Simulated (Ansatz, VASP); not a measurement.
Sb in VASP and in Ansatz

```
Sb
1.0
     5.78009    0.00000    0.00000
    -2.89004    5.00570    0.00000
     0.00000    0.00000    3.41577
Sb
3
Direct
  0.00000 0.00000 0.00000
  0.33333 0.66667 0.50000
  0.66667 0.33333 0.50000
```

Alike in both runs: task single point; functional BLYP; k mesh 7 × 7 × 11; occupations fermi-dirac, width 0.1 eV; no spin polarisation.

|  | VASP | Ansatz |
| --- | --- | --- |
| version | VASP 6.6.1 | Ansatz 0.2.0 |
| potentials or method | VASP PAW PBE potentials, release 64 (Sb), cutoff 520 eV | plane waves (420 eV) with PAW, scalar-relativistic |
| valence electrons in the cell | 15 | 45 |

VASP gave:

* pressure (GPa): -2.7

Q: What did Ansatz give for the same quantities?

A: Pressure (GPa): -2.8.

VASP's potentials were made for PBE, not for BLYP. VASP's potentials hold 15 valence electrons a cell and Ansatz's 45, so a difference there can come from the potentials and not from the codes.

Neither program's run includes spin-orbit coupling.
